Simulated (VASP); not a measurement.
PbF2: single point with PBEsol

The system is PbF2.

```
Pb F
1.0
     0.00000    2.96044    2.96044
     2.96044    0.00000    2.96044
     2.96044    2.96044    0.00000
Pb F
1 2
Direct
  0.00000 0.00000 0.00000
  0.25000 0.25000 0.25000
  0.75000 0.75000 0.75000
```

```
Program                : VASP 6.6.1
Task                   : single point
Functional             : PBEsol
Potentials or basis    : VASP PAW PBE potentials, release 64 (Pb_d, F)
Cutoff                 : 600 eV
k mesh                 : 6 × 6 × 6
Occupations            : tetrahedron
Spin                   : no spin polarisation
Dipole correction      : no
Further INCAR settings : ALGO = Normal; EDIFF = 1e-06; NBANDS = 21
```

The pressure is -1.1 GPa and the band gap on the k mesh is 4.33 eV, indirect (least direct gap 4.46 eV).

Levels at points of the mesh, in eV from the valence-band top:
| k point | band 11 | band 12 | band 13 | band 14 | band 15 | band 16 | band 17 | band 18 |
| --- | --- | --- | --- | --- | --- | --- | --- | --- |
| (0.00, 0.00, 0.00) | -2.48 | -1.98 | -1.98 | -1.98 | 6.70 | 6.70 | 6.70 | 10.54 |
| (0.50, 0.00, 0.00) | -2.70 | -2.14 | -2.14 | -0.01 | 4.96 | 7.61 | 7.61 | 13.11 |
| (0.50, 0.50, 0.00) | -1.54 | -1.54 | -1.54 | -0.13 | 4.33 | 7.86 | 7.86 | 8.84 |

Run time: 14 s on 1 thread of Intel(R) Xeon(R) Platinum 8559C (Emerald Rapids), on a shared host, peak memory 0.2 GiB.

Caveat: the PAW data sets were made with another functional, which shifts forces and pressure a little; spin-orbit coupling is left out, which moves the levels of the heavy elements. A k mesh can miss the band edges.
